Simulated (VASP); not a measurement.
A run of VASP 6.6.1 is set up as follows.

File POSCAR:

```
Rh
1.0
    2.7309790422      0.0000000000      0.0000000000
   -1.3654895211      2.3650972278      0.0000000000
    0.0000000000      0.0000000000      4.4284890000
Rh
2
Direct
    0.6666666667      0.3333333333      0.7500000000
    0.3333333333      0.6666666667      0.2500000000
```

File INCAR.step1:

```
PREC = Accurate
ENCUT = 580
ISMEAR = 0
SIGMA = 0.15
LREAL = F
LASPH = T
NELM = 120
NBANDS = 24
GGA = PE
ALGO = Normal
EDIFF = 1E-5
LWAVE = T
LCHARG = F
GGA_COMPAT = F
```

INCAR.step2

```
PREC = Accurate
ENCUT = 580
EDIFF = 1E-6
ISMEAR = 0
SIGMA = 0.15
LREAL = F
LASPH = T
NELM = 120
ALGO = Normal
ISIF = 2
LWAVE = F
LCHARG = F
METAGGA = R2SCAN
LMIXTAU = T
NBANDS = 24
ISTART = 1
GGA_COMPAT = F
```

Contents of KPOINTS:

```
Automatic mesh
0
Gamma
  18 18 12
```

Potentials or basis: VASP PAW PBE potentials, release 64 (Rh_sv_GW).

Launch:

```bash
$ cat potpaw_PBE.64/Rh_sv_GW/POTCAR > POTCAR
$ cp INCAR.step1 INCAR
$ mpirun -np 1 vasp_std > vasp.out
$ cp INCAR.step2 INCAR
$ mpirun -np 1 vasp_std > vasp.out
```

What does it give for the band gap on the k mesh?

Zero (bands 17 and 18 overlap by 2.31 eV).

Predict the pressure.

-11.1 GPa.

Stress tensor (GPa, compression positive):
```
-10.48   0.00   0.00
  0.00 -10.48   0.00
  0.00   0.00 -12.27
```

Caveat: the cell stands under tension; the PAW data sets were made with another functional, which shifts forces and pressure a little.
